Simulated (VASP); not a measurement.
A run of VASP 6.6.1 is set up as follows.

File INCAR:

```
PREC     = Accurate       # precision mode
ENCUT    = 520            # plane-wave cutoff, eV
EDIFF    = 1E-6           # SCF threshold, eV
ISMEAR   = 0              # smearing method
SIGMA    = 0.1            # smearing width, eV
LREAL    = F              # projectors in reciprocal space
LASPH    = T              # aspherical terms in the spheres
NELM     = 60             # most SCF steps
ALGO     = Normal         # electronic algorithm
ISIF     = 2              # what is computed and relaxed
LWAVE    = F              # write WAVECAR
LCHARG   = F              # write CHGCAR
GGA      = PE             # functional
NBANDS   = 40             # bands
```

The input KPOINTS:

```
regular mesh
0
Gamma
  4 4 4
```

The input POSCAR:

```
Ge3P4
1.0
    5.0464095374      0.0000000000      0.0000000000
    0.0000000000      5.0464095374      0.0000000000
    0.0000000000      0.0000000000      5.0484533801
Ge P
3 4
Direct
    0.0000000000      0.5000000000      0.0000000000
    0.5000000000      0.0000000000      0.0000000000
    0.0000000000      0.0000000000      0.5000000000
    0.0000000000      0.5000000000      0.5000000000
    0.5000000000      0.0000000000      0.5000000000
    0.5000000000      0.5000000000      0.0000000000
    0.5000000000      0.5000000000      0.5000000000
```

Potentials or basis: VASP PAW PBE potentials, release 64 (Ge_d, P).

Command:

```bash
$ cat potpaw_PBE.64/Ge_d/POTCAR potpaw_PBE.64/P/POTCAR > POTCAR
$ mpirun -np 1 vasp_std > vasp.out
```

Task: Estimate the band gap on the k mesh.

Result: Zero (bands 31 and 32 overlap by 0.85 eV).

Task: Estimate the pressure.

Result: -0.1 GPa.

Stress tensor (GPa, compression positive):
```
-0.04  0.00  0.00
 0.00 -0.04  0.00
 0.00  0.00 -0.13
```
